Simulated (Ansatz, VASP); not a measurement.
One calculation of Ba3H8, two programs

```
Ba H
1.0
     0.00000    5.02269    5.02269
     5.02269    0.00000    5.02269
     5.02269    5.02269    0.00000
Ba H
3 8
Cartesian
  2.5113 2.5113 2.5113
  7.5340 7.5340 7.5340
  0.0000 0.0000 0.0000
  4.4346 4.4346 4.4346
  5.6108 5.6108 4.4346
  5.6108 4.4346 5.6108
  4.4346 5.6108 5.6108
  4.4346 4.4346 5.6108
  5.6108 5.6108 5.6108
  4.4346 5.6108 4.4346
  5.6108 4.4346 4.4346
```

Alike in both runs: functional PBE; k mesh 8 × 8 × 8; occupations gaussian, width 0.1 eV; no spin polarisation.

Ansatz relaxed the structure, and its values are those at the end. VASP's run is a single point on that final structure, the one shown.

|  | VASP | Ansatz |
| --- | --- | --- |
| version | VASP 6.6.1 | Ansatz 0.2.0 |
| potentials or method | VASP PAW PBE potentials, release 64 (Ba_sv, H), cutoff 500 eV | scalar-relativistic, plane waves, PAW |
| valence electrons in the cell | 38 | 38 |

Ansatz gave:

```
gap on the k mesh at the Fermi level (eV) : none
pressure (GPa)                            : 0.0
rms of the force components (eV/Å)        : 0.004
```

Task: What did VASP give for the same quantities?

Result: gap on the k mesh at the Fermi level (eV): none; pressure (GPa): 0.0; rms of the force components (eV/Å): 0.000.

A gap of «none» marks a metal or a gap that the smearing closes.

Neither program's run includes spin-orbit coupling.
